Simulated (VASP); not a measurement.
# FeSe2 (Pnnm) in VASP: further runs

Runs on FeSe2. Level: LDA. Tasks: single point.

Everything below comes from runs of VASP 6.6.1. Logs are shortened: lines on timing, memory, paths and dates and some standing lists are left out, and cuts for length are marked.

### 1 The cell of the first run

Symmetry: Pnnm, No. 58, orthorhombic system. Conventional cell: a = 4.632 Å, b = 5.593 Å, c = 3.482 Å, α = 90.00°, β = 90.00°, γ = 90.00°. Within 3.0 Å of Fe (site symmetry 2/m) lie 6 Se at 2.28 to 2.30 Å. Se (site symmetry m) has 3 Fe at 2.28 to 2.30 Å and 12 Se at 2.52 to 3.48 Å within 3.5 Å.

### 2 Single point, LDA (15.04 Å³/atom)

The input, INCAR:

```
SYSTEM = FeSe2
PREC     = Accurate       ! precision mode
ENCUT    = 520            ! plane-wave cutoff, eV
EDIFF    = 1E-6           ! SCF threshold, eV
ISMEAR   = 0              ! smearing method
SIGMA    = 0.02           ! smearing width, eV
LREAL    = .False.        ! projectors in reciprocal space
LASPH    = .True.         ! aspherical terms in the spheres
NELM     = 80             ! most SCF steps
ALGO     = Normal         ! electronic algorithm
ISIF     = 2              ! what is computed and relaxed
LWAVE    = .False.        ! write WAVECAR
LCHARG   = .False.        ! write CHGCAR
GGA      = CA             ! functional
NBANDS   = 29             ! bands
```

The input, KPOINTS:

```
Automatic mesh
0
Gamma
  8 6 10
  0 0 0
```

The input, POSCAR:

```
FeSe2
1.0
    4.6323206755      0.0000000000      0.0000000000
    0.0000000000      5.5925755738      0.0000000000
    0.0000000000      0.0000000000      3.4822352511
Fe Se
2 4
Direct
    0.0000000000      0.0000000000      0.0000000000
    0.5000000000      0.5000000000      0.5000000000
    0.2186149167      0.3660581484      0.0000000000
    0.7813850833      0.6339418516      0.0000000000
    0.7186149167      0.1339418516      0.5000000000
    0.2813850833      0.8660581484      0.5000000000
```

Potentials or basis: VASP PAW LDA potentials, release 64 (Fe, Se).

On the command line:

```console
> cat potpaw_LDA.64/Fe/POTCAR potpaw_LDA.64/Se/POTCAR > POTCAR
> mpirun -np 1 vasp_std > vasp.out
```

OUTCAR:

```text
SYSTEM = FeSe2
   PREC = Accurate
   ENCUT = 520
   EDIFF = 1E-6
   ISMEAR = 0
   LREAL = .False.
   LASPH = .True.
   NELM = 80
   ISIF = 2
   GGA = CA

 ion  position               nearest neighbor table
   1  0.000  0.000  0.000-   3 2.28   4 2.28   5 2.30   6 2.30   5 2.30   6 2.30
   2  0.500  0.500  0.500-   5 2.28   6 2.28   3 2.30   4 2.30   3 2.30   4 2.30
   3  0.219  0.366  0.000-   1 2.28   2 2.30   2 2.30   4 2.52
   4  0.781  0.634  0.000-   1 2.28   2 2.30   2 2.30   3 2.52
   5  0.719  0.134  0.500-   2 2.28   1 2.30   1 2.30   6 2.52
   6  0.281  0.866  0.500-   2 2.28   1 2.30   1 2.30   5 2.52

  LATTYP: Found a simple orthorhombic cell.
 ALAT       =     3.4822352511
 B/A-ratio  =     1.3302721791
 C/A-ratio  =     1.6060303714

  Lattice vectors:

 A1 = (   0.0000000000,   0.0000000000,   3.4822352511)
 A2 = (   4.6323206755,   0.0000000000,   0.0000000000)
 A3 = (   0.0000000000,   5.5925755738,   0.0000000000)

Analysis of symmetry for initial positions (statically):
=====================================================================
 Subroutine PRICEL returns:
 Original cell was already a primitive cell.

 Routine SETGRP: Setting up the symmetry group for a
 simple orthorhombic supercell.

 Subroutine GETGRP returns: Found  8 space group operations
 (whereof  4 operations were pure point group operations)
 out of a pool of  8 trial point group operations.

The static configuration has the point symmetry C_2h.
 The point group associated with its full space group is D_2h.

Analysis of symmetry for dynamics (positions and initial velocities):
=====================================================================
 Subroutine PRICEL returns:
 Original cell was already a primitive cell.

 Routine SETGRP: Setting up the symmetry group for a
 simple orthorhombic supercell.

 Subroutine GETGRP returns: Found  8 space group operations
 (whereof  4 operations were pure point group operations)
 out of a pool of  8 trial point group operations.

The dynamic configuration has the point symmetry C_2h.
 The point group associated with its full space group is D_2h.

 Subroutine INISYM returns: Found  8 space group operations
 (whereof  4 operations are pure point group operations),
 and found     1 'primitive' translations

----------------------------------------------------------------------------------------

                                     Primitive cell

[... 96 lines left out ...]
   ENCUT  =  520.0 eV  38.22 Ry    6.18 a.u.   8.61 10.40  6.47*2*pi/ulx,y,z
   NELM   =     80;   NELMIN=  2; NELMDL= -5     # of ELM steps
   EDIFF  = 0.1E-05   stopping-criterion for ELM
   LREAL  =      F    real-space projection
   EDIFFG = 0.1E-04   stopping-criterion for IOM
   NSW    =      0    number of steps for IOM
   IBRION =     -1    ionic relax: 0-MD 1-quasi-New 2-CG
   NFREE  =      0    steps in history (QN), initial steepest desc. (CG)
   ISIF   =      2    stress and relaxation
   ISYM   =      2    0-nonsym 1-usesym 2-fastsym
   POTIM  = 0.5000    time-step for ionic-motion
   TEBEG  =    0.0;   TEEND  =   0.0 temperature during run
   PSTRESS=    0.0 pullay stress
   NELECT =      40.0000    total number of electrons
   NUPDOWN=      -1.0000    fix difference up-down
   EMIN   =  10.00;   EMAX   =-10.00  energy-range for DOS
   EFERMI =   0.00;   METHOD = LEGACY
   ISMEAR =     0;   SIGMA  =   0.02  broadening in eV -4-tet -1-fermi 0-gaus
   EFERMI_NEDOS =   21; number of points for ismear=-14 and -15
   IALGO  =     38    algorithm
   IMIX   =      4    mixing-type and parameters
     AMIX     =   0.40;   BMIX     =  1.00
     AMIX_MAG =   1.60;   BMIX_MAG =  1.00
  volume/ion in A,a.u.               =      15.04       101.46
  Fermi-wavevector in a.u.,A,eV,Ry     =   1.248357  2.359052 21.203238  1.558394
  Thomas-Fermi vector in A             =   2.382447
   LORBIT       =      0    0 simple, 1 ext, 2 COOP (PROOUT), +10 PAW based schemes
   GGA     = CA    functional components
   LHFCALC =     F    Hartree Fock is set to
   AEXX    =    0.0000 exact exchange contribution
   IVDW    =     0    specifies the selected vdW correction
   LEPSILON=     F    determine dielectric tensor
   LRPA    =     F    only Hartree local field effects (RPA)
 non-spin polarized calculation
 Gauss-broadening in eV      SIGMA  =   0.02
  energy-cutoff  :      520.00
  volume of cell :       90.21
 maximum number of plane-waves:      2460
 NGX is ok and might be reduce to    36
   NGX = 17   NGY = 21   NGZ = 13

 number of electron      40.0000005 magnetization

 Free energy of the ion-electron system (eV)
  ---------------------------------------------------
  ext. energy  EPLUGINS =         0.00000000
  ---------------------------------------------------
  free energy    TOTEN  =       -38.32100846 eV

  energy without entropy =      -38.32100846  energy(sigma->0) =      -38.32100846

 E-fermi :   7.5013     XC(G=0): -11.8782

 val. band max:        7.3999481752   @ k =   0.3750   0.0000   0.0000
 cond. band min:       7.7259450070   @ k =   0.0000   0.5000   0.5000
 fundamental gap:      0.3259968318
 Fermi energy:         7.5012746872

 k-point     1 :       0.0000    0.0000    0.0000
  band No.  band energies     occupation
      1      -9.5790      2.00000
      2      -6.9030      2.00000
      3      -5.9228      2.00000
      4      -5.1515      2.00000
      5      -0.4377      2.00000
      6       0.9037      2.00000
[... 757 lines left out ...]
     28      13.1674      0.00000
     29      14.0345      0.00000

 [... further k-points ...]
[... 5 lines left out ...]
  --------------------------------------------------------------------------------------
  -------------------------------------------------------------------------------------
  Total        3.1068759      3.1084677      3.1272923      0.0000000      0.0000000      0.0000000
  in kB       55.1779937     55.2062641     55.5405888      0.0000000      0.0000000      0.0000000
  external PRESSURE =      55.3082822 kB  Pullay stress =       0.0000000 kB

 VOLUME and BASIS-vectors are now :
 -----------------------------------------------------------------------------
  energy-cutoff  :      520.00
  volume of cell :       90.21
      direct lattice vectors                 reciprocal lattice vectors
     4.632320675  0.000000000  0.000000000     0.215874520  0.000000000  0.000000000
     0.000000000  5.592575574  0.000000000     0.000000000  0.178808491  0.000000000
     0.000000000  0.000000000  3.482235251     0.000000000  0.000000000  0.287171867

 POSITION                                       TOTAL-FORCE (eV/Angst)
 -----------------------------------------------------------------------------------
      0.00000      0.00000      0.00000         0.000000      0.000000      0.000000
      2.31616      2.79629      1.74112         0.000000      0.000000      0.000000
      1.01269      2.04721      0.00000        -0.024924      0.006778      0.000000
      3.61963      3.54537      0.00000         0.024924     -0.006778      0.000000
      3.32885      0.74908      1.74112        -0.024924     -0.006778      0.000000
      1.30347      4.84350      1.74112         0.024924      0.006778      0.000000
 -----------------------------------------------------------------------------------
    total drift:                               -0.000000      0.000000      0.000000

  FREE ENERGIE OF THE ION-ELECTRON SYSTEM (eV)
  ---------------------------------------------------
  free  energy   TOTEN  =       -38.3210084642 eV

  energy  without entropy=      -38.3210084642  energy(sigma->0) =      -38.32100846
```

stdout:

```text
POSCAR found type information on POSCAR FeSe
 POSCAR found :  2 types and       6 ions
 scaLAPACK will be used
 LDA part: xc-table for (Slater(with rela. corr.)+CA(PZ))
 , standard interpolation
 POSCAR, INCAR and KPOINTS ok, starting setup
 FFT: planning ... GRIDC
 FFT: planning ... GRID_SOFT
 FFT: planning ... GRID
 WAVECAR not read
 entering main loop
```

Wall time 2.6 min (1 thread of AMD EPYC 9R45 (Zen 5), shared host); peak memory 0.33 GiB.

What came out:

| Item | Value |
| --- | --- |
| Free energy | -38.3210 eV |
| Pressure | 5.5 GPa |
| Largest force | 0.026 eV/Å |
| Band gap on the k mesh | 0.33 eV (least direct gap 0.96 eV) |

Forces in eV/Å, atoms in the order of the input:
```
Fe   0.000  0.000  0.000
Fe   0.000  0.000  0.000
Se  -0.025  0.007  0.000
Se   0.025 -0.007  0.000
Se  -0.025 -0.007  0.000
Se   0.025  0.007  0.000
```

Caveat: the cell stands under pressure. Spin polarisation is off, so any magnetic state and its effect on volume and gap are missing.

[end of part 1 of 2]
